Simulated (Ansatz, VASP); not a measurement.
Two plane-wave programs on GaAs

```
CELL_PARAMETERS angstrom
0.00000 2.83320 2.83320
2.83320 0.00000 2.83320
2.83320 2.83320 0.00000
ATOMIC_POSITIONS crystal
Ga 0.00000 0.00000 0.00000
As 0.25000 0.25000 0.25000
```

Alike in both runs: functional r2SCAN; k mesh 8 × 8 × 8; no spin polarisation.

Ansatz relaxed the structure, and its values are those at the end. VASP's run is a single point on that final structure, the one shown.

|  | VASP | Ansatz |
| --- | --- | --- |
| version | VASP 6.6.1 | Ansatz 0.2.0 |
| potentials or method | VASP PAW PBE potentials, release 64 (Ga_d, As), cutoff 520 eV | scalar-relativistic, plane waves, PAW |
| occupations | gaussian, width 0.01 eV | fixed |
| valence electrons in the cell | 18 | 28 |

```tsv
	VASP	Ansatz	Ansatz less VASP
gap on the k mesh at the Fermi level (eV)	0.94	0.96	+0.019
least direct gap on the mesh (eV)	0.94	0.96	+0.019
pressure (GPa)	0.1	0.0	-0.12
```

VASP's potentials were made for PBE, not for r2SCAN. VASP's potentials hold 18 valence electrons a cell and Ansatz's 28, so a difference there can come from the potentials and not from the codes.
